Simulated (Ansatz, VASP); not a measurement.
## GePt: VASP beside Ansatz

```
Ge Pt
1.0
     3.19802    0.00000    0.00000
     0.00000    3.19802    0.00000
     0.00000    0.00000    3.19802
Ge Pt
1 1
Cartesian
  1.5990 1.5990 1.5990
  0.0000 0.0000 0.0000
```

Alike in both runs: functional PBE; k mesh 6 × 6 × 6; occupations gaussian, width 0.2 eV; no spin polarisation.

Ansatz relaxed the structure, and its values are those at the end. VASP's run is a single point on that final structure, the one shown.

```csv
,VASP,Ansatz
version,VASP 6.6.1,Ansatz 0.2.0
potentials or method,"VASP PAW PBE potentials, release 64 (Ge_d, Pt), cutoff 500 eV","scalar-relativistic, plane waves, PAW"
valence electrons in the cell,24,32
```

```tsv
	VASP	Ansatz	Ansatz less VASP
gap on the k mesh at the Fermi level (eV)	none	none	-
pressure (GPa)	-0.5	-0.5	+0.05
```

A gap of «none» marks a metal or a gap that the smearing closes. The functional is the same, so the differences come from potentials, cutoffs and numerics. VASP's potentials hold 24 valence electrons a cell and Ansatz's 32, so a difference there can come from the potentials and not from the codes.

Spin-orbit coupling is off throughout.
